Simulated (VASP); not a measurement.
# SiC (P1) in VASP: further runs

The runs below take SiC through single point, with PBEsol.

All numbers are computed with VASP 6.6.1; they aren't measurements. Logs are shortened: lines on timing, memory, paths and dates and some standing lists are left out, and cuts for length are marked.

**1. The cell of the first run**

The typed cell holds 16 atoms: a = 5.951 Å, b = 5.951 Å, c = 6.193 Å, α = 105.08°, β = 105.08°, γ = 117.29°.

**2. Single point, PBEsol**

The input, INCAR:

```
SYSTEM = SiC
  ALGO = Normal
  EDIFF = 1E-6
  ENCUT = 520
  GGA = PS
  ISIF = 2
  ISMEAR = -1
  LASPH = .True.
  LCHARG = .False.
  LREAL = Auto
  LWAVE = .False.
  NBANDS = 46
  NELM = 100
  PREC = Accurate
  SIGMA = 0.0689
```

The input, KPOINTS:

```
Automatic mesh
0
Gamma
  2 2 2
  0.5 0.5 0.5
```

The input, POSCAR:

```
SiC
1.0
   -1.5481848246      2.6815347757     -5.0814314379
   -1.5481848246      2.6815347757      5.0814314379
    6.1927392983      0.0000000000      0.0000000000
Si C
8 8
Direct
    0.3213848964      0.3239694043      0.1736210234
    0.8138444873      0.8275919915      0.1434289422
    0.3220099114      0.3296150519      0.6766971251
    0.8317263748      0.8249666654      0.6475699736
    0.9255863047      0.4254109051      0.3297173157
    0.4204731170      0.9162755362      0.3214488586
    0.9242368850      0.4217892910      0.8438884712
    0.4307395132      0.9266491856      0.8484385232
    0.1422029006      0.5320326217      0.1792517253
    0.6551258711      0.0358090431      0.1672481109
    0.1548172104      0.5302602373      0.6801401295
    0.6432704055      0.0230565861      0.6547590882
    0.7216673711      0.6009464664      0.3318343584
    0.2127717412      0.0876420395      0.3397575701
    0.7165534149      0.6171719697      0.8211021255
    0.2369708444      0.1218080193      0.8614249261
```

Potentials or basis: VASP PAW PBE potentials, release 64 (Si, C).

Launch:

```bash
cat potpaw_PBE.64/Si/POTCAR potpaw_PBE.64/C/POTCAR > POTCAR
mpirun -np 1 vasp_std > vasp.out
```

OUTCAR:

```text
SYSTEM = SiC
   EDIFF = 1E-6
   ENCUT = 520
   GGA = PS
   ISIF = 2
   ISMEAR = -1
   LASPH = .True.
   LREAL = Auto
   NELM = 100
   PREC = Accurate

 ion  position               nearest neighbor table
   1  0.321  0.324  0.174-  16 1.78  13 1.92  14 1.93   9 1.97   5 3.01   2 3.02   4 3.04   6 3.04
                             7 3.08   3 3.09   3 3.11   8 3.11   6 3.12
   2  0.814  0.828  0.143-  15 1.82  10 1.87  14 1.91  13 1.99   8 2.92   3 2.98   1 3.02   6 3.02
                             7 3.08   4 3.10   4 3.10   5 3.12
   3  0.322  0.330  0.677-  11 1.87  16 1.89  15 1.92  14 1.93   2 2.98   4 3.00   7 3.02   1 3.09
                             1 3.11   8 3.11   8 3.12   5 3.12
   4  0.832  0.825  0.648-  13 1.79  15 1.86  12 1.96  16 1.98   3 3.00   5 3.03   1 3.04   6 3.10
                             2 3.10   2 3.10
   5  0.926  0.425  0.330-   9 1.76  10 1.87  13 1.93  11 1.98   7 3.00   1 3.01   8 3.03   4 3.03
                             6 3.08   6 3.12   2 3.12   3 3.12
   6  0.420  0.916  0.321-   9 1.86  10 1.87  12 1.88  14 1.94   8 2.96   7 3.01   2 3.02   1 3.04
                             5 3.08   4 3.10   5 3.12   1 3.12
   7  0.924  0.422  0.844-   9 1.88  11 1.89  12 1.92  15 2.05   5 3.00   6 3.01   3 3.02   8 3.08
                             2 3.08   1 3.08   8 3.12
   8  0.431  0.927  0.848-  10 1.81  11 1.90  12 1.96  16 1.98   2 2.92   6 2.96   5 3.03   7 3.08
                             1 3.11   3 3.11   7 3.12   3 3.12
   9  0.142  0.532  0.179-   5 1.76   6 1.86   7 1.88   1 1.97
  10  0.655  0.036  0.167-   8 1.81   2 1.87   5 1.87   6 1.87
  11  0.155  0.530  0.680-   3 1.87   7 1.89   8 1.90   5 1.98
  12  0.643  0.023  0.655-   6 1.88   7 1.92   8 1.96   4 1.96
  13  0.722  0.601  0.332-   4 1.79   1 1.92   5 1.93   2 1.99
  14  0.213  0.088  0.340-   2 1.91   1 1.93   3 1.93   6 1.94
  15  0.717  0.617  0.821-   2 1.82   4 1.86   3 1.92   7 2.05
  16  0.237  0.122  0.861-   1 1.78   3 1.89   4 1.98   8 1.98

  LATTYP: Found a face centered orthorhombic cell.
 ALAT       =     6.1927392984
 B/A-ratio  =     1.6410932846
 C/A-ratio  =     1.7320508075

  Lattice vectors:

 A1 = (   4.6445544737,   2.6815347757,   5.0814314379)
 A2 = (   3.0963696491,   5.3630695514,   0.0000000000)
 A3 = (  -1.5481848246,   2.6815347757,   5.0814314379)

Analysis of symmetry for initial positions (statically):
=====================================================================
 Subroutine PRICEL returns:
 Original cell was already a primitive cell.

 Routine SETGRP: Setting up the symmetry group for a
 face centered orthorhombic supercell.

 Subroutine GETGRP returns: Found  1 space group operations
 (whereof  1 operations were pure point group operations)
 out of a pool of  8 trial point group operations.

[... 129 lines left out ...]
   POTIM  = 0.5000    time-step for ionic-motion
   TEBEG  =    0.0;   TEEND  =   0.0 temperature during run
   PSTRESS=    0.0 pullay stress
   NELECT =      64.0000    total number of electrons
   NUPDOWN=      -1.0000    fix difference up-down
   EMIN   =  10.00;   EMAX   =-10.00  energy-range for DOS
   EFERMI =   0.00;   METHOD = LEGACY
   ISMEAR =    -1;   SIGMA  =   0.07  broadening in eV -4-tet -1-fermi 0-gaus
   EFERMI_NEDOS =   21; number of points for ismear=-14 and -15
   IALGO  =     38    algorithm
   IMIX   =      4    mixing-type and parameters
     AMIX     =   0.40;   BMIX     =  1.00
     AMIX_MAG =   1.60;   BMIX_MAG =  1.00
  volume/ion in A,a.u.               =      10.55        71.18
  Fermi-wavevector in a.u.,A,eV,Ry     =   1.184970  2.239269 19.104677  1.404154
  Thomas-Fermi vector in A             =   2.321173
   LORBIT       =      0    0 simple, 1 ext, 2 COOP (PROOUT), +10 PAW based schemes
   GGA     = PS    functional components
   LHFCALC =     F    Hartree Fock is set to
   AEXX    =    0.0000 exact exchange contribution
   IVDW    =     0    specifies the selected vdW correction
   LEPSILON=     F    determine dielectric tensor
   LRPA    =     F    only Hartree local field effects (RPA)
 non-spin polarized calculation
  energy-cutoff  :      520.00
  volume of cell :      168.76
 maximum number of plane-waves:      4558
 NGX is ok and might be reduce to    48
   NGX = 23   NGY = 23   NGZ = 23

 number of electron      63.9999999 magnetization

 Free energy of the ion-electron system (eV)
  ---------------------------------------------------
  ext. energy  EPLUGINS =         0.00000000
  ---------------------------------------------------
  free energy    TOTEN  =      -126.19304352 eV

  energy without entropy =     -126.19304352  energy(sigma->0) =     -126.19304352

 E-fermi :   9.0956     XC(G=0): -11.4183

 val. band max:        7.6702833294   @ k =  -0.2500   0.2500   0.2500
 cond. band min:      10.4686549381   @ k =  -0.2500  -0.2500   0.2500
 fundamental gap:      2.7983716088
 Fermi energy:         9.0956166989

 k-point     1 :       0.2500    0.2500    0.2500
  band No.  band energies     occupation
      1      -5.9405      2.00000
      2      -5.7264      2.00000
      3      -5.4880      2.00000
      4      -5.3715      2.00000
      5      -2.9613      2.00000
      6      -2.8302      2.00000
[... 177 lines left out ...]
     43      14.6830      0.00000
     44      14.8511      0.00000
 [bands above 44 left out]

------------------------ aborting loop because EDIFF is reached ----------------------------------------

  FORCE on cell =-STRESS in cart. coord.  units (eV):
  Direction    XX          YY          ZZ          XY          YZ          ZX
  --------------------------------------------------------------------------------------
  -------------------------------------------------------------------------------------
  Total       -0.5823712     -2.4820574     -4.4709499      0.6499745      0.5887674      1.7290609
  in kB       -5.5287652    -23.5635166    -42.4451514      6.1705608      5.5894883     16.4149123
  external PRESSURE =     -23.8458111 kB  Pullay stress =       0.0000000 kB

 VOLUME and BASIS-vectors are now :
 -----------------------------------------------------------------------------
  energy-cutoff  :      520.00
  volume of cell :      168.76
      direct lattice vectors                 reciprocal lattice vectors
    -1.548184825  2.681534776 -5.081431438     0.000000000  0.186460383 -0.098397470
    -1.548184825  2.681534776  5.081431438     0.000000000  0.186460383  0.098397470
     6.192739298  0.000000000  0.000000000     0.161479428  0.093230191  0.000000000

 POSITION                                       TOTAL-FORCE (eV/Angst)
 -----------------------------------------------------------------------------------
      0.07606      1.73054      0.01313         1.548288      1.075790      0.463476
     -1.65303      4.40157      0.06986         1.907615      0.942297     -1.159318
      3.18177      1.74735      0.03865        -0.875571      0.570298     -0.773574
      1.44537      4.44248     -0.03435         1.856647      1.402067      1.446577
     -0.04974      3.62275     -2.54161         2.719843     -0.363020      1.154703
     -0.07889      3.58454      2.51939         1.622341      0.339683      1.213291
[... 8 lines left out ...]
      3.02002      3.57643     -0.50500         0.366567     -0.948460     -2.083207
      4.77912      0.96208     -0.58519        -2.414519     -1.860281     -1.234335
 -----------------------------------------------------------------------------------
    total drift:                               -0.004353     -0.009442      0.005710

  FREE ENERGIE OF THE ION-ELECTRON SYSTEM (eV)
  ---------------------------------------------------
  free  energy   TOTEN  =      -126.1930435212 eV

  energy  without entropy=     -126.1930435181  energy(sigma->0) =     -126.19304352
```

OSZICAR:

```text
N       E                     dE             d eps       ncg     rms          rms(c)
DAV:   1     0.175587928671E+03    0.17559E+03   -0.28967E+04   368   0.125E+03
DAV:   2    -0.121930335249E+03   -0.29752E+03   -0.28032E+03   472   0.221E+02
DAV:   3    -0.139976667132E+03   -0.18046E+02   -0.17911E+02   480   0.526E+01
DAV:   4    -0.140295636671E+03   -0.31897E+00   -0.31844E+00   480   0.780E+00
DAV:   5    -0.140300949898E+03   -0.53132E-02   -0.53071E-02   464   0.102E+00    0.244E+01
DAV:   6    -0.126720666617E+03    0.13580E+02   -0.40901E+01   456   0.208E+01    0.110E+01
DAV:   7    -0.126310180837E+03    0.41049E+00   -0.37099E+00   496   0.654E+00    0.475E+00
DAV:   8    -0.126203401393E+03    0.10678E+00   -0.24252E-01   456   0.182E+00    0.123E+00
DAV:   9    -0.126192620959E+03    0.10780E-01   -0.31499E-02   472   0.686E-01    0.229E-01
DAV:  10    -0.126192984619E+03   -0.36366E-03   -0.23513E-03   456   0.206E-01    0.114E-01
DAV:  11    -0.126193044713E+03   -0.60094E-04   -0.23180E-04   464   0.719E-02    0.386E-02
DAV:  12    -0.126193043270E+03    0.14434E-05   -0.29854E-05   472   0.254E-02    0.161E-02
DAV:  13    -0.126193043521E+03   -0.25125E-06   -0.81526E-06   440   0.124E-02
   1 F= -.12619304E+03 E0= -.12619304E+03  d E =-.317053E-08
```

stdout:

```text
POSCAR found type information on POSCAR SiC
 POSCAR found :  2 types and      16 ions
 scaLAPACK will be used
 -----------------------------------------------------------------------------
|                                                                             |
|                                                                             |
|     You enforced a specific xc type in the INCAR file but a different       |
|     I HOPE YOU KNOW WHAT YOU ARE DOING!                                     |
|                                                                             |
 -----------------------------------------------------------------------------

 LDA part: xc-table for (Slater+PW92), standard interpolation
 POSCAR, INCAR and KPOINTS ok, starting setup
 FFT: planning ... GRIDC
 FFT: planning ... GRID_SOFT
 FFT: planning ... GRID
 WAVECAR not read
 entering main loop
```

It took 39 s on 1 thread of Intel Xeon 6975P-C (Granite Rapids), shared host; peak memory 0.3 GiB.

What came out:

| Item | Value |
| --- | --- |
| Free energy | -126.1930 eV |
| Pressure | -2.4 GPa |
| Largest force | 3.288 eV/Å |
| Band gap on the k mesh | 2.80 eV |

Forces in eV/Å, atoms in the order of the input:
```
Si   1.548  1.076  0.463
Si   1.908  0.942 -1.159
Si  -0.876  0.570 -0.774
Si   1.857  1.402  1.447
Si   2.720 -0.363  1.155
Si   1.622  0.340  1.213
Si  -1.152 -0.951  1.176
Si  -2.239 -0.818  0.972
C   -1.923  0.542 -1.797
C    0.762 -0.091 -0.308
C   -0.392 -0.348  0.902
C    1.015  0.517 -0.229
C   -1.831 -0.599 -0.278
C   -0.971  0.590  0.534
C    0.367 -0.948 -2.083
C   -2.415 -1.860 -1.234
```

Stress tensor (GPa, compression positive):
```
-0.55  0.62  1.64
 0.62 -2.36  0.56
 1.64  0.56 -4.24
```

Caveat: the k points lie up to 0.66 Å⁻¹ apart; the atoms stand as in a frame of molecular dynamics; the PAW data sets were made with another functional, which shifts forces and pressure a little; a shifted mesh leaves out Γ, where band edges can lie. A k mesh can miss the band edges.

**3. Single point, PBEsol**

The input, INCAR:

```
SYSTEM = SiC
ALGO = Normal
EDIFF = 1E-6
ENCUT = 520
GGA = PS
ISIF = 2
ISMEAR = -1
LASPH = .True.
LCHARG = .True.
LELF = .True.
LREAL = Auto
LVHAR = .True.
LWAVE = .False.
NBANDS = 46
NELM = 100
PREC = Accurate
SIGMA = 0.0689
```

KPOINTS is that of step 2.

The input, POSCAR:

```
SiC
1.0
   -1.5481848246      2.6815347757     -5.0814314379
   -1.5481848246      2.6815347757      5.0814314379
    6.1927392983      0.0000000000      0.0000000000
Si C
8 8
Direct
    0.3294568938      0.3347705540      0.1506447809
    0.8276908874      0.8284166672      0.1748981399
    0.3191966635      0.3277899114      0.6548591183
    0.8109949486      0.8209025899      0.6703214530
    0.9164430923      0.4214884656      0.3343348128
    0.4233296771      0.9254527563      0.3438230470
    0.9338507805      0.4279413667      0.8307021641
    0.4163036561      0.9225777310      0.8290663627
    0.1406156171      0.5337418502      0.1773221743
    0.6495600850      0.0228663986      0.1659586216
    0.1716317688      0.5293488849      0.6712687892
    0.6621809980      0.0287919541      0.6770974260
    0.7235411597      0.5933878736      0.3458972583
    0.2254105087      0.0969496590      0.3295165550
    0.7223606424      0.6129623347      0.8401223624
    0.2178558695      0.1001112916      0.8193561345
```

Potentials or basis: VASP PAW PBE potentials, release 64 (Si, C).

Launch:

```bash
cat potpaw_PBE.64/Si/POTCAR potpaw_PBE.64/C/POTCAR > POTCAR
mpirun -np 1 vasp_std > vasp.out
```

Wall time 40 s (1 thread of Intel Xeon 6975P-C (Granite Rapids), shared host); peak memory 0.3 GiB.

The run converged. Its results:

```
Free energy            : -126.5506 eV
Pressure               : -3.0 GPa
Largest force          : 3.240 eV/Å
Band gap on the k mesh : 2.57 eV (least direct gap 2.92 eV)
```

Forces in eV/Å, atoms in the order of the input:
```
Si   1.948 -0.650 -0.049
Si  -0.258  0.408 -0.305
Si   0.005  0.903 -2.271
Si  -0.877  1.575 -1.091
Si   0.722 -0.502 -0.830
Si  -0.679 -0.013 -0.165
Si   1.134 -0.462  1.004
Si   0.508  0.717 -0.380
C   -1.508  0.421 -1.450
C    0.717 -0.138  0.658
C   -0.084 -1.120  3.039
C   -0.518 -0.140  1.867
C   -1.273  0.166  1.107
C   -0.536  0.302  0.861
C    0.232 -1.118 -1.806
C    0.465 -0.348 -0.189
```

Stress tensor (GPa, compression positive):
```
-5.20 -1.42  0.59
-1.42 -3.89  1.10
 0.59  1.10  0.09
```

Levels at points of the mesh, in eV from the valence-band top:
| k point | band 29 | band 30 | band 31 | band 32 | band 33 | band 34 | band 35 | band 36 |
| --- | --- | --- | --- | --- | --- | --- | --- | --- |
| (0.25, 0.25, 0.25) | -1.38 | -1.19 | -1.18 | -1.04 | 4.38 | 4.57 | 4.75 | 4.90 |

Caveat: the k points lie up to 0.66 Å⁻¹ apart; the atoms stand as in a frame of molecular dynamics; the PAW data sets were made with another functional, which shifts forces and pressure a little; a shifted mesh leaves out Γ, where band edges can lie.
